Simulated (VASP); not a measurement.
# Ni: single point with PBE

The system is Ni.

```xyz
2
Lattice="0.0000 2.2665 2.2665 2.2665 0.0000 2.2665 2.2665 2.2665 0.0000" Properties=species:S:1:pos:R:3 pbc="T T T"
Ni   -0.5666   -0.5666   -0.5666
Ni    0.5666    0.5666    0.5666
```

This isn't the form of Ni at room conditions, which is fcc.

```
Program             : VASP 6.6.1
Task                : single point
Functional          : PBE
Potentials or basis : VASP PAW PBE potentials, release 64 (Ni)
Cutoff              : 520 eV
k mesh              : 14 × 14 × 14
Occupations         : fermi-dirac, width 0.1 eV
Spin                : collinear spin, ferromagnetic start
Starting moments    : [1.0, 1.0] μB
```

- Pressure: 71.6 GPa
- Net moment: 1.50 μB per cell
- Site moments: Ni +0.73 μB
- Valence electrons inside the program's atomic spheres: Ni 9.81

Levels at points of the mesh, in eV from the Fermi level:
Spin up:
```
           k point  band 8  band 9  band 10  band 11  band 12  band 13  band 14  band 15
(0.00, 0.00, 0.00)   -2.24   -2.24    -0.63    -0.63    15.17    15.17    15.17    15.34
(0.50, 0.00, 0.00)   -1.67   -1.67    -0.88    -0.88     1.04    11.11    11.11    13.71
(0.50, 0.50, 0.00)   -2.61   -0.67    -0.67     1.50     1.50     5.22     5.22    11.68
```
Spin down:
```csv
k point,band 6,band 7,band 8,band 9,band 10,band 11,band 12,band 13
"(0.00, 0.00, 0.00)",-3.70,-1.47,-1.47,-1.47,0.28,0.28,15.34,15.34
"(0.50, 0.00, 0.00)",-3.71,-2.24,-0.85,-0.85,0.00,0.00,1.70,11.27
"(0.50, 0.50, 0.00)",-2.57,-1.81,-1.81,0.21,0.21,2.02,2.02,5.26
```

It took 31 s on 1 thread of Intel(R) Xeon(R) 6975P-C (Granite Rapids), on a shared host, peak memory 0.19 GiB.

Caveat: the cell stands under pressure.
